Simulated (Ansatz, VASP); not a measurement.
MgO5: VASP beside Ansatz

```
Mg O
1.0
     0.00000    3.73751    3.73751
     3.73751    0.00000    3.73751
     3.73751    3.73751    0.00000
Mg O
1 5
Direct
  0.00000 0.00000 0.00000
  0.15288 0.15288 0.15288
  0.15288 0.15288 0.54137
  0.15288 0.54137 0.15288
  0.54137 0.15288 0.15288
  0.50000 0.50000 0.50000
```

Alike in both runs: functional PBE; k mesh 4 × 4 × 4; occupations gaussian, width 0.1 eV; collinear spin.

Ansatz relaxed the structure, and its values are those at the end. VASP's run is a single point on that final structure, the one shown.

```csv
,VASP,Ansatz
version,VASP 6.6.1,Ansatz 0.2.0
potentials or method,"VASP PAW PBE potentials, release 64 (Mg, O), cutoff 520 eV","scalar-relativistic, plane waves, PAW"
valence electrons in the cell,32,40
```

VASP gave:

- gap on the k mesh at the Fermi level (eV): none
- pressure (GPa): -0.1
- net moment per atom (μB): 1.33
- size of the moment on the site where the two differ most (μB): 1.54

Task: Which values does Ansatz return?

Result: gap on the k mesh at the Fermi level (eV): none; pressure (GPa): 0.1; net moment per atom (μB): 1.33; size of the moment on the site where the two differ most (μB): 1.90.

Site moments also hang on the region over which each program counts them. A gap of «none» marks a metal or a gap that the smearing closes. VASP's potentials hold 32 valence electrons a cell and Ansatz's 40, so a difference there can come from the potentials and not from the codes.

The k mesh is coarse, so the values compare programs but aren't converged.
